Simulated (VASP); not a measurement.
Input of a VASP 6.6.1 run:

Contents of INCAR:

```
SYSTEM = Al2Cu
PREC = Accurate ; ENCUT = 520
EDIFF = 1E-6 ; ISMEAR = 0
SIGMA = 0.15 ; LREAL = .FALSE.
LASPH = .TRUE. ; NELM = 100
ALGO = Fast ; ISIF = 2
LWAVE = .FALSE. ; LCHARG = .TRUE.
GGA = PE ; LELF = .TRUE.
LVHAR = .TRUE. ; NBANDS = 16
```

KPOINTS

```
Automatic mesh
0
G
  14 14 14
  0 0 0
```

POSCAR

```
Al2Cu
1.0
   -2.0446004822      2.0446004822      2.9878000000
    2.0446004822     -2.0446004822      2.9878000000
    2.0446004822      2.0446004822     -2.9878000000
Al Cu
2 1
Direct
    0.7500000000      0.2500000000      0.5000000000
    0.2500000000      0.7500000000      0.5000000000
    0.5000000000      0.5000000000      0.0000000000
```

Potentials or basis: VASP PAW PBE potentials, release 64 (Al, Cu).

Run with:

```sh
$ cat potpaw_PBE.64/Al/POTCAR potpaw_PBE.64/Cu/POTCAR > POTCAR
$ mpirun -np 1 vasp_std > vasp.out
```

Q: Predict the pressure.

A: -2.8 GPa.

Q: What does it give for the band gap on the k mesh?

A: Zero (an odd number of electrons rules out a gap without spin polarisation).

Stress tensor (GPa, compression positive):
```
-1.95  0.00  0.00
 0.00 -1.95  0.00
 0.00  0.00 -4.43
```
